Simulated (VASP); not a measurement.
Runs of VASP 6.6.1 on ZnC3. The structure is that of space group P6_3/mmc (No. 194), or close to it. The cells are those of the table. 

```tsv
task	cell	k mesh	cutoff (eV)	smearing	gap on the mesh (eV)	pressure (GPa)	largest force (eV/Å)
single point	a = 4.484, b = 4.484, c = 7.478 Å, angles 90.0, 90.0, 120.0°, 8 atoms	9 × 9 × 6	520	gaussian 0.01 eV	0.25	0.5	0.16
relaxation of cell and atoms	relaxed from a = 4.753, b = 4.753, c = 3.815 Å, angles 90.0, 90.0, 120.0°, 8 atoms	6 × 6 × 4	600	gaussian 0.1 eV	none	0.1	-
single point	a = 4.753, b = 4.753, c = 3.815 Å, angles 90.0, 90.0, 120.0°, 8 atoms	6 × 6 × 6	520	gaussian 0.1 eV	none	-3.6	0.49
single point	a = 4.514, b = 4.514, c = 4.405 Å, angles 90.0, 90.0, 120.0°, 8 atoms	6 × 6 × 4	520	gaussian 0.1 eV	none	0.7	(a)
single point	a = 4.484, b = 4.484, c = 7.478 Å, angles 90.0, 90.0, 120.0°, 8 atoms	9 × 9 × 8	520	gaussian 0.1 eV	0.25	0.5	0.16
```

Alike in all rows: level PBE; potentials or basis VASP PAW PBE potentials, release 64 (Zn, C); no spin polarisation.

Q: Fill in the values left out.

A: (a) 0.08.

Caveats: some runs use coarse meshes.

A k mesh can miss the band edges.

A gap of «none» marks levels without a gap at the run's occupations.
